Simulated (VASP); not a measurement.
Hg: single point with PBE

The system is Hg.

```
Hg
1.0
     3.00955    0.00000    0.00000
     0.00000    3.00955    0.00000
     0.00000    0.00000    3.00955
Hg
1
Direct
  0.00000 0.00000 0.00000
```

This cell differs from its parent crystal: volume scaled by 0.92.

* Program: VASP 6.6.1
* Task: single point
* Functional: PBE
* Potentials or basis: VASP PAW PBE potentials, release 64 (Hg)
* Cutoff: 520 eV
* k mesh: 11 × 11 × 11
* Occupations: fermi-dirac, width 0.1 eV
* Spin: no spin polarisation
* Dipole correction: no
* Further INCAR settings: ALGO = Normal; EDIFF = 1e-06; NBANDS = 12

* Pressure: 2.1 GPa
* Band gap on the k mesh: zero (band 6 reaches 4.72 eV, above the bottom of band 7 at 0.78 eV)

Levels at points of the mesh, in eV from the Fermi level:
| k point | band 3 | band 4 | band 5 | band 6 | band 7 | band 8 | band 9 | band 10 |
| --- | --- | --- | --- | --- | --- | --- | --- | --- |
| (0.00, 0.00, 0.00) | -7.89 | -5.84 | -5.84 | -5.84 | 10.07 | 10.07 | 10.07 | 13.49 |

Run time: 4 s on 1 thread of Intel(R) Xeon(R) 6975P-C (Granite Rapids) (shared host), peak memory 0.14 GiB.

Caveat: spin-orbit coupling is left out, which moves the levels of the heavy elements.
